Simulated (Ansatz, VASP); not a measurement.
## One calculation of Cs4N3, two programs

```
CELL_PARAMETERS angstrom
6.36101 0.00000 0.00000
0.00000 6.36101 0.00000
0.00000 0.00000 6.36101
ATOMIC_POSITIONS crystal
Cs 0.72378 0.27622 0.27622
Cs 0.27622 0.72378 0.27622
Cs 0.27622 0.27622 0.72378
Cs 0.72378 0.72378 0.72378
N 0.00000 0.00000 0.50000
N 0.50000 0.00000 0.00000
N 0.00000 0.50000 0.00000
```

Change from the starting cell: species swapped into the Si3As4 type (P-43m, No. 215).

Alike in both runs: task single point; functional PBE; k mesh 4 × 4 × 4; occupations gaussian, width 0.1 eV; collinear spin.

|  | VASP | Ansatz |
| --- | --- | --- |
| version | VASP 6.6.1 | Ansatz 0.2.0 |
| potentials or method | VASP PAW PBE potentials, release 64 (Cs_sv, N), cutoff 520 eV | scalar-relativistic, plane waves, PAW |
| valence electrons in the cell | 51 | 51 |

Ansatz gave:

| Item | Value |
| --- | --- |
| gap on the k mesh at the Fermi level (eV) | none |
| pressure (GPa) | 1.5 |
| rms of the force components (eV/Å) | 0.106 |
| net moment per atom (μB) | 0.71 |
| size of the moment on the site where the two differ most (μB) | 1.47 |

Question: Which values does VASP return?

Answer: gap on the k mesh at the Fermi level (eV): none; pressure (GPa): 1.6; rms of the force components (eV/Å): 0.094; net moment per atom (μB): 0.71; size of the moment on the site where the two differ most (μB): 1.02.

Site moments also hang on the region over which each program counts them. Atom by atom the forces differ by 0.012 eV/Å (rms over components). A gap of «none» marks a metal or a gap that the smearing closes.

Spin-orbit coupling is off throughout.
